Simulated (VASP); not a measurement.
# TaN (P6_3mc) in VASP: further runs

The runs below take TaN through single point, with PBEsol.

Everything below comes from runs of VASP 6.6.1. Logs are shortened: lines on timing, memory, paths and dates and some standing lists are left out, and cuts for length are marked.

## (1) The cell of the first run

It takes space group P6_3mc (No. 186, hexagonal). The conventional cell has a = 2.998 Å, b = 2.998 Å, c = 6.298 Å, α = 90.00°, β = 90.00°, γ = 120.00°. Within 2.7 Å of Ta (site symmetry 3m) lie 4 N at 2.05 Å. Within 2.7 Å of N (site symmetry 3m) lie 4 Ta at 2.05 Å.

## (2) Single point, PBEsol (volume 12.260 Å^3 an atom, c/a of the conventional cell 2.1006)

Input file INCAR:

```
SYSTEM = TaN
PREC = Accurate ; ENCUT = 520
EDIFF = 1E-7 ; ISMEAR = 0
SIGMA = 0.15 ; LREAL = .FALSE.
LASPH = .TRUE. ; NELM = 60
ALGO = Normal ; ISIF = 2
LWAVE = .FALSE. ; LCHARG = .TRUE.
GGA = PS ; LELF = .TRUE.
LVHAR = .TRUE. ; NBANDS = 24
```

Input file KPOINTS:

```
Automatic mesh
0
G
  18 18 8
  0 0 0
```

Input file POSCAR:

```
TaN
1.0
    2.9984178610      0.0000000000      0.0000000000
   -1.4992089305      2.5967060388      0.0000000000
    0.0000000000      0.0000000000      6.2984765588
Ta N
2 2
Direct
    0.3333333333      0.6666666667      0.0301041378
    0.6666666667      0.3333333333      0.5301041378
    0.3333333333      0.6666666667      0.3548958622
    0.6666666667      0.3333333333      0.8548958622
```

Potentials or basis: VASP PAW PBE potentials, release 64 (Ta_pv, N).

Launch:

```sh
$ cat potpaw_PBE.64/Ta_pv/POTCAR potpaw_PBE.64/N/POTCAR > POTCAR
$ mpirun -np 1 vasp_std > vasp.out
```

OUTCAR:

```text
SYSTEM = TaN
   PREC = Accurate
   ENCUT = 520
   EDIFF = 1E-7
   ISMEAR = 0
   LREAL = .FALSE.
   LASPH = .TRUE.
   NELM = 60
   ISIF = 2
   GGA = PS

 ion  position               nearest neighbor table
   1  0.333  0.667  0.030-   3 2.05   4 2.05   4 2.05   4 2.05   2 3.59   2 3.59   2 3.59   2 3.59
                             2 3.59   2 3.59
   2  0.667  0.333  0.530-   4 2.05   3 2.05   3 2.05   3 2.05   1 3.59   1 3.59   1 3.59   1 3.59
                             1 3.59   1 3.59
   3  0.333  0.667  0.355-   1 2.05   2 2.05   2 2.05   2 2.05
   4  0.667  0.333  0.855-   2 2.05   1 2.05   1 2.05   1 2.05

  LATTYP: Found a hexagonal cell.
 ALAT       =     2.9984178610
 C/A-ratio  =     2.1006000000

  Lattice vectors:

 A1 = (   2.9984178610,   0.0000000000,   0.0000000000)
 A2 = (  -1.4992089305,   2.5967060388,   0.0000000000)
 A3 = (   0.0000000000,   0.0000000000,   6.2984765588)

Analysis of symmetry for initial positions (statically):
=====================================================================
 Subroutine PRICEL returns:
 Original cell was already a primitive cell.

 Routine SETGRP: Setting up the symmetry group for a
 hexagonal supercell.

 Subroutine GETGRP returns: Found 12 space group operations
 (whereof  6 operations were pure point group operations)
 out of a pool of 24 trial point group operations.

The static configuration has the point symmetry C_3v.
 The point group associated with its full space group is C_6v.

Analysis of symmetry for dynamics (positions and initial velocities):
=====================================================================
 Subroutine PRICEL returns:
 Original cell was already a primitive cell.

 Routine SETGRP: Setting up the symmetry group for a
 hexagonal supercell.

 Subroutine GETGRP returns: Found 12 space group operations
 (whereof  6 operations were pure point group operations)
 out of a pool of 24 trial point group operations.

The dynamic configuration has the point symmetry C_3v.
 The point group associated with its full space group is C_6v.

 Subroutine INISYM returns: Found 12 space group operations
 (whereof  6 operations are pure point group operations),
 and found     1 'primitive' translations

----------------------------------------------------------------------------------------

                                     Primitive cell

  volume of cell :      49.0400

  direct lattice vectors                    reciprocal lattice vectors
     2.998417861  0.000000000  0.000000000     0.333509219  0.192551638  0.000000000
    -1.499208931  2.596706039  0.000000000     0.000000000  0.385103275  0.000000000
     0.000000000  0.000000000  6.298476559     0.000000000  0.000000000  0.158768552

  length of vectors
     2.998417861  2.998417861  6.298476559     0.385103275  0.385103275  0.158768552

  position of ions in fractional coordinates (direct lattice)
     0.333333333  0.666666667  0.030104138
     0.666666667  0.333333333  0.530104138
     0.333333333  0.666666667  0.354895862
     0.666666667  0.333333333  0.854895862

  ion indices of the primitive-cell ions
   primitive index   ion index
                 1           1
                 2           2
                 3           3
                 4           4

----------------------------------------------------------------------------------------

 KPOINTS: Automatic mesh

Automatic generation of k-mesh.
 Grid dimensions read from file:
 generate k-points for:   18   18    8

 Generating k-lattice:

  Cartesian coordinates                     Fractional coordinates (reciprocal lattice)
     0.018528290  0.010697313  0.000000000     0.055555556 -0.000000000  0.000000000
     0.000000000  0.021394626  0.000000000     0.000000000  0.055555556  0.000000000
     0.000000000  0.000000000  0.019846069     0.000000000  0.000000000  0.125000000

  Length of vectors
     0.021394626  0.021394626  0.019846069

  Shift w.r.t. Gamma in fractional coordinates (k-lattice)
     0.000000000  0.000000000  0.000000000

 Subroutine IBZKPT returns following result:
 ===========================================

 Found    185 irreducible k-points:

 Following reciprocal coordinates:
            Coordinates               Weight
  0.000000  0.000000  0.000000      1.000000
  0.055556 -0.000000  0.000000      6.000000
  0.111111 -0.000000  0.000000      6.000000
  0.166667  0.000000  0.000000      6.000000
  0.222222  0.000000  0.000000      6.000000
  0.277778 -0.000000  0.000000      6.000000
[... 16 lines left out ...]
  0.333333  0.111111  0.000000     12.000000
  0.388889  0.111111  0.000000     12.000000
 [... further k-points ...]
   k-points           NKPTS =    185   k-points in BZ     NKDIM =    185   number of bands    NBANDS=     24
   number of dos      NEDOS =    301   number of ions     NIONS =      4
   total plane-waves  NPLWV =  27648
   dimension x,y,z NGX =    24 NGY =   24 NGZ =   48
   dimension x,y,z NGXF=    48 NGYF=   48 NGZF=   96
   ions per type =               2   2
   NGX,Y,Z   is equivalent  to a cutoff of  13.31, 13.31, 12.67 a.u.
   NGXF,Y,Z  is equivalent  to a cutoff of  26.61, 26.61, 25.34 a.u.
 SYSTEM =  TaN
   PREC   = accura    normal or accurate (medium, high low for compatibility)
   ISTART =      0    job   : 0-new  1-cont  2-samecut
   ICHARG =      2    charge: 1-file 2-atom 10-const
   ISPIN  =      1    spin polarized calculation?
   LNONCOLLINEAR =      F non collinear calculations
   LSORBIT =      F    spin-orbit coupling
   LASPH  =      T    aspherical Exc in radial PAW
   ENCUT  =  520.0 eV  38.22 Ry    6.18 a.u.   5.58  5.58 11.71*2*pi/ulx,y,z
   NELM   =     60;   NELMIN=  2; NELMDL= -5     # of ELM steps
   EDIFF  = 0.1E-06   stopping-criterion for ELM
   LREAL  =      F    real-space projection
   EDIFFG = 0.1E-05   stopping-criterion for IOM
   NSW    =      0    number of steps for IOM
   IBRION =     -1    ionic relax: 0-MD 1-quasi-New 2-CG
   NFREE  =      0    steps in history (QN), initial steepest desc. (CG)
   ISIF   =      2    stress and relaxation
   ISYM   =      2    0-nonsym 1-usesym 2-fastsym
   POTIM  = 0.5000    time-step for ionic-motion
   TEBEG  =    0.0;   TEEND  =   0.0 temperature during run
   PSTRESS=    0.0 pullay stress
   NELECT =      32.0000    total number of electrons
   NUPDOWN=      -1.0000    fix difference up-down
   EMIN   =  10.00;   EMAX   =-10.00  energy-range for DOS
   EFERMI =   0.00;   METHOD = LEGACY
   ISMEAR =     0;   SIGMA  =   0.15  broadening in eV -4-tet -1-fermi 0-gaus
   EFERMI_NEDOS =   21; number of points for ismear=-14 and -15
   IALGO  =     38    algorithm
   IMIX   =      4    mixing-type and parameters
     AMIX     =   0.40;   BMIX     =  1.00
     AMIX_MAG =   1.60;   BMIX_MAG =  1.00
  volume/ion in A,a.u.               =      12.26        82.73
  Fermi-wavevector in a.u.,A,eV,Ry     =   1.419955  2.683326 27.433060  2.016273
  Thomas-Fermi vector in A             =   2.540921
   LORBIT       =      0    0 simple, 1 ext, 2 COOP (PROOUT), +10 PAW based schemes
   GGA     = PS    functional components
   LHFCALC =     F    Hartree Fock is set to
   AEXX    =    0.0000 exact exchange contribution
   IVDW    =     0    specifies the selected vdW correction
   LEPSILON=     F    determine dielectric tensor
   LRPA    =     F    only Hartree local field effects (RPA)
 non-spin polarized calculation
 Gauss-broadening in eV      SIGMA  =   0.15
  energy-cutoff  :      520.00
  volume of cell :       49.04
 maximum number of plane-waves:      1356
 NGX is ok and might be reduce to    24
   NGX = 11   NGY = 11   NGZ = 23

 number of electron      31.9999997 magnetization

 Free energy of the ion-electron system (eV)
  ---------------------------------------------------
  ext. energy  EPLUGINS =         0.00000000
  ---------------------------------------------------
  free energy    TOTEN  =       -45.49981719 eV

  energy without entropy =      -45.48657300  energy(sigma->0) =      -45.49319509

 E-fermi :   6.7221     XC(G=0): -12.6320

 val. band max:        6.7168906950   @ k =   0.2778   0.2778   0.2500
 cond. band min:       6.7270808464   @ k =   0.2778   0.2778   0.0000
 fundamental gap:      0.0101901514
 Fermi energy:         6.7220966610

 k-point     1 :       0.0000    0.0000    0.0000
  band No.  band energies     occupation
      1     -28.5737      2.00000
      2     -28.2515      2.00000
      3     -27.8542      2.00000
      4     -27.8542      2.00000
      5     -27.8331      2.00000
      6     -27.8331      2.00000
[... 16 lines left out ...]
     23      12.3638      0.00000
     24      13.5462      0.00000

 k-point     2 :       0.0556   -0.0000    0.0000
  band No.  band energies     occupation
      1     -28.5673      2.00000
      2     -28.2492      2.00000
      3     -27.8816      2.00000
      4     -27.8612      2.00000
      5     -27.8605      2.00000
      6     -27.8388      2.00000
[... 16 lines left out ...]
     23      12.5732      0.00000
     24      13.2594      0.00000

 k-point     3 :       0.1111   -0.0000    0.0000
  band No.  band energies     occupation
      1     -28.5487      2.00000
      2     -28.2431      2.00000
      3     -27.9600      2.00000
      4     -27.9413      2.00000
      5     -27.8788      2.00000
      6     -27.8554      2.00000
[... 16 lines left out ...]
     23      12.9628      0.00000
     24      13.1383      0.00000

 k-point     4 :       0.1667    0.0000    0.0000
  band No.  band energies     occupation
      1     -28.5204      2.00000
      2     -28.2354      2.00000
      3     -28.0776      2.00000
      4     -28.0603      2.00000
      5     -27.9065      2.00000
      6     -27.8809      2.00000
[... 16 lines left out ...]
     23      12.7693      0.00000
     24      13.9051      0.00000

 k-point     5 :       0.2222    0.0000    0.0000
  band No.  band energies     occupation
      1     -28.4874      2.00000
      2     -28.2468      2.00000
      3     -28.2126      2.00000
      4     -28.1860      2.00000
      5     -27.9401      2.00000
      6     -27.9120      2.00000
[... 451 lines left out ...]
 k-point    22 :       0.2778    0.1111    0.0000
  band No.  band energies     occupation
      1     -28.5321      2.00000
      2     -28.5026      2.00000
      3     -28.3518      2.00000
      4     -28.1978      2.00000
      5     -28.0594      2.00000
      6     -28.0291      2.00000
[... 16 lines left out ...]
     23      13.3386      0.00000
     24      13.9593      0.00000

 k-point    23 :       0.3333    0.1111    0.0000
  band No.  band energies     occupation
      1     -28.6198      2.00000
      2     -28.5937      2.00000
      3     -28.3248      2.00000
      4     -28.1974      2.00000
      5     -28.0940      2.00000
      6     -28.0614      2.00000
[... 16 lines left out ...]
     23      13.1551      0.00000
     24      13.7340      0.00000

 k-point    24 :       0.3889    0.1111    0.0000
  band No.  band energies     occupation
      1     -28.6799      2.00000
      2     -28.6526      2.00000
      3     -28.3002      2.00000
      4     -28.2003      2.00000
      5     -28.1164      2.00000
      6     -28.0825      2.00000
[... 16 lines left out ...]
     23      12.7068      0.00000
     24      13.6443      0.00000

 [... further k-points ...]
[... 5 lines left out ...]
  --------------------------------------------------------------------------------------
  -------------------------------------------------------------------------------------
  Total        6.0345071      6.0345071     -3.4658313      0.0000000     -0.0000000      0.0000000
  in kB      197.1523357    197.1523357   -113.2315741      0.0000000     -0.0000000      0.0000000
  external PRESSURE =      93.6910325 kB  Pullay stress =       0.0000000 kB

 VOLUME and BASIS-vectors are now :
 -----------------------------------------------------------------------------
  energy-cutoff  :      520.00
  volume of cell :       49.04
      direct lattice vectors                 reciprocal lattice vectors
     2.998417861  0.000000000  0.000000000     0.333509219  0.192551638  0.000000000
    -1.499208931  2.596706039  0.000000000     0.000000000  0.385103275  0.000000000
     0.000000000  0.000000000  6.298476559     0.000000000  0.000000000  0.158768552

 POSITION                                       TOTAL-FORCE (eV/Angst)
 -----------------------------------------------------------------------------------
     -0.00000      1.73114      0.18961        -0.000000     -0.000000      1.505649
      1.49921      0.86557      3.33885         0.000000      0.000000      1.505649
     -0.00000      1.73114      2.23530        -0.000000      0.000000     -1.505649
      1.49921      0.86557      5.38454         0.000000     -0.000000     -1.505649
 -----------------------------------------------------------------------------------
    total drift:                               -0.000000      0.000000      0.000297

  FREE ENERGIE OF THE ION-ELECTRON SYSTEM (eV)
  ---------------------------------------------------
  free  energy   TOTEN  =       -45.4998171900 eV

  energy  without entropy=      -45.4865729998  energy(sigma->0) =      -45.49319509
```

It took 2.1 min on 1 thread of Intel Xeon Platinum 8488C (Sapphire Rapids), shared host; peak memory 0.31 GiB.

Results:

```yaml
Free_energy: -45.4998 eV
Pressure: 9.4 GPa
Largest_force: 1.506 eV/Å
Band_gap_on_the_k_mesh: zero (band 16 reaches 6.84 eV, above the bottom of band 17 at 6.66 eV)
```

Forces on the atoms (eV/Å):
```
Ta   0.000  0.000  1.506
Ta   0.000  0.000  1.506
N    0.000  0.000 -1.506
N    0.000  0.000 -1.506
```

Caveat: the PAW data sets were made with another functional, which shifts forces and pressure a little; spin-orbit coupling is left out, which moves the levels of the heavy elements.

(Part 1 of 2 ends here.)
